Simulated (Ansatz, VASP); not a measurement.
## One calculation of H11C2NO4, two programs

```
CELL_PARAMETERS angstrom
5.91548 0.00000 0.00000
0.00000 5.91548 0.00000
0.00000 0.00000 5.91548
ATOMIC_POSITIONS crystal
O 0.85042 0.92417 0.33976
O 0.10118 0.70034 0.96838
O 0.35361 0.08102 0.92280
O 0.74221 0.33824 0.81642
H 0.91576 0.85608 0.20347
H 0.96261 0.03856 0.38325
H 0.20359 0.83285 0.95390
H 0.10905 0.63064 0.81888
H 0.28180 0.15902 0.79628
H 0.51239 0.12843 0.90965
H 0.79936 0.45802 0.91354
H 0.86703 0.31056 0.71156
H 0.45493 0.51222 0.12696
H 0.52640 0.68484 0.36583
H 0.64714 0.40919 0.34068
C 0.49365 0.51077 0.30860
C 0.30461 0.41310 0.42505
N 0.15261 0.33123 0.51990
```

Alike in both runs: functional PBE; dispersion D3(BJ); k mesh 1 × 1 × 1; occupations fermi-dirac, width 0.05 eV; no spin polarisation.

Ansatz relaxed the structure, and its values are those at the end. VASP's run is a single point on that final structure, the one shown.

```csv
,VASP,Ansatz
version,VASP 6.6.1,Ansatz 0.2.0
potentials or method,"VASP PAW PBE potentials, release 64 (O, H, C, N), cutoff 520 eV","scalar-relativistic, plane waves, PAW"
valence electrons in the cell,48,48
```

```tsv
	VASP	Ansatz	Ansatz less VASP
rms of the force components (eV/Å)	0.102	0.085	-0.0164
```

Noted on VASP's run: the standard files for N, O and F lose accuracy on very short bonds.
